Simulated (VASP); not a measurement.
Set up this calculation in VASP 6.6.1, as the native input.

```yaml
Task: single point
Functional: PBE
Potentials_or_basis: VASP PAW PBE potentials, release 64 (Ba_sv, Te)
Cutoff: 520 eV
k_mesh: 6 × 6 × 6
Occupations: fermi-dirac, width 0.02 eV
Spin: no spin polarisation
Dipole_correction: no
Further_INCAR_settings: ALGO = Normal; EDIFF = 1e-06; NBANDS = 15
```

The structure of BaTe lies in POSCAR:

```
BaTe
1.0
    0.0000000000      3.6383584296      3.6383584296
    3.6383584296      0.0000000000      3.6383584296
    3.6383584296      3.6383584296      0.0000000000
Ba Te
1 1
Direct
    0.0000000000      0.0000000000      0.0000000000
    0.5000000000      0.5000000000      0.5000000000
```

This cell differs from its parent crystal: strain +3.0%.

The input as run:

INCAR

```
SYSTEM = BaTe
PREC = Accurate
ENCUT = 520
EDIFF = 1E-6
ISMEAR = -1
SIGMA = 0.02
LREAL = .False.
LASPH = .True.
NELM = 100
ALGO = Normal
ISIF = 2
LWAVE = .False.
LCHARG = .False.
GGA = PE
NBANDS = 15
```

KPOINTS

```
regular mesh
0
Gamma
  6 6 6
  0 0 0
```

Potentials or basis: VASP PAW PBE potentials, release 64 (Ba_sv, Te).

Run with:

```sh
$ cat potpaw_PBE.64/Ba_sv/POTCAR potpaw_PBE.64/Te/POTCAR > POTCAR
$ mpirun -np 1 vasp_std > vasp.out
```

Results of the run:

```yaml
Pressure: -1.9 GPa
Band_gap_on_the_k_mesh: 1.74 eV (least direct gap 2.11 eV)
```

Caveat: the cell differs from its parent crystal (strain +3.0%); spin-orbit coupling is left out, which moves the levels of the heavy elements.

Wall time 54 s on 1 thread of Intel Xeon 8259CL (shared host), peak memory 0.25 GiB.
